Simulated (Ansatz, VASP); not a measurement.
Two plane-wave programs on Ti2Al6H

```xyz
9
Lattice="5.0242 0.0000 0.0000 2.1589 4.5367 0.0000 0.0000 0.0000 21.1187" Properties=species:S:1:pos:R:3 pbc="T T T"
Al    2.5121    0.0000    4.0000
Al    1.0794    2.2684    4.0000
Al    0.0000    0.0000    5.3414
Al    1.0794    2.2684    6.7763
Al    2.5121    0.0000    6.7763
Al    3.5915    2.2684    8.1187
Ti    3.5915    2.2684    5.3414
Ti    0.0000    0.0000    8.0568
H     5.9859    3.7806   11.1187
```

Alike in both runs: task single point; functional PBE; dispersion D3(BJ); k mesh 6 × 6 × 1; occupations gaussian, width 0.1 eV; no spin polarisation.

```csv
,VASP,Ansatz
version,VASP 6.6.1,Ansatz 0.2.0
potentials or method,"VASP PAW PBE potentials, release 64 (Al, Ti_sv, H), cutoff 520 eV","scalar-relativistic, plane waves, PAW"
valence electrons in the cell,43,43
```

|  | VASP | Ansatz | Ansatz less VASP |
| --- | --- | --- | --- |
| gap on the k mesh at the Fermi level (eV) | none | none | - |
| rms of the force components (eV/Å) | 0.326 | 0.326 | -0.0002 |
| work function, face that differs most (eV) | 4.20 | 4.19 | -0.002 |

A gap of «none» marks a metal or a gap that the smearing closes.
